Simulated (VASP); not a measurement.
Input of a VASP 6.6.1 run:

The input INCAR:

```
PREC = Accurate ; ENCUT = 600
EDIFF = 1E-6 ; ISMEAR = 0
SIGMA = 0.1 ; LREAL = F
LASPH = T ; NELM = 80
ALGO = Normal ; ISIF = 3
LWAVE = F ; LCHARG = F
GGA = PE ; IBRION = 2
NSW = 90 ; EDIFFG = -0.04
```

File KPOINTS:

```
regular mesh
0
Gamma
  6 6 4
```

File POSCAR:

```
AlAs5
1.0
    5.6440690000      0.0000000000      0.0000000000
   -2.8220345000      4.8879071300      0.0000000000
    0.0000000000      0.0000000000      4.3584752900
Al As
1 5
Direct
    0.0000000000      0.0000000000      0.0000000000
    0.3333333300      0.6666666700      0.0000000000
    0.6666666700      0.3333333300      0.0000000000
    0.5000000000      0.0000000000      0.5000000000
    0.5000000000      0.5000000000      0.5000000000
    0.0000000000      0.5000000000      0.5000000000
```

Potentials or basis: VASP PAW PBE potentials, release 64 (Al, As).

The run is started by

```console
$ cat potpaw_PBE.64/Al/POTCAR potpaw_PBE.64/As/POTCAR > POTCAR
$ mpirun -np 1 vasp_std > vasp.out
```

(1) What does it give for the band gap on the k mesh?

(2) Estimate the space group after relaxing (to 0.1 Å).

(3) Estimate the relaxed cell.

(4) Predict the relaxed volume.

Results:

(1) zero (bands 14 and 15 overlap by 1.25 eV).

(2) P6/mmm (No. 191).

(3) a = 5.412 Å, b = 5.412 Å, c = 5.083 Å, α = 90.00°, β = 90.00°, γ = 120.00°.

(4) 21.49 Å³/atom.

Caveat: the k points lie up to 0.31 Å⁻¹ apart in the final cell, too coarse for converged energies and pressures of a metal; a cell axis changed by over 15 % at a fixed basis, so the end point is rough.
